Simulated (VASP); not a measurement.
BaTiO3:

```
Ba Ti O
1.0
     2.82767    1.63255    2.31773
    -2.82767    1.63255    2.31773
     0.00000   -3.26511    2.31773
Ba Ti O
1 1 3
Direct
  0.03347 0.98847 0.00184
  0.50610 0.52748 0.53723
  0.48625 0.49715 0.97115
  0.47409 0.98642 0.47201
  0.97879 0.47918 0.49647
```

Base run:

| Quantity | Value |
| --- | --- |
| Program | VASP 6.6.1 |
| Functional | PBE |
| Potentials or basis | VASP PAW PBE potentials, release 64 (Ba_sv, Ti_sv, O) |
| Cutoff | 520 eV |
| k mesh | 7 × 7 × 7 |
| Occupations | fermi-dirac, width 0.05 eV |
| Spin | no spin polarisation |

Its results: band gap on the k mesh 2.75 eV (least direct gap 3.30 eV); pressure 11.4 GPa; largest force 2.320 eV/Å.

Task: The run is repeated on the same cell with these changes: hubbard terms from none to Ti d U = 2.0 eV. What comes out?

Result: Band gap on the k mesh 2.95 eV (least direct gap 3.50 eV); pressure 13.3 GPa; largest force 2.898 eV/Å.

The U term pushes filled and empty states of the shell apart.

Caveats: the cell stands under pressure; spin-orbit coupling is left out, which moves the levels of the heavy elements; an odd mesh through Γ misses points on the zone boundary, where band edges can lie; forces of over 1 eV/Å act on the atoms, so gaps and moduli don't describe the material at rest.
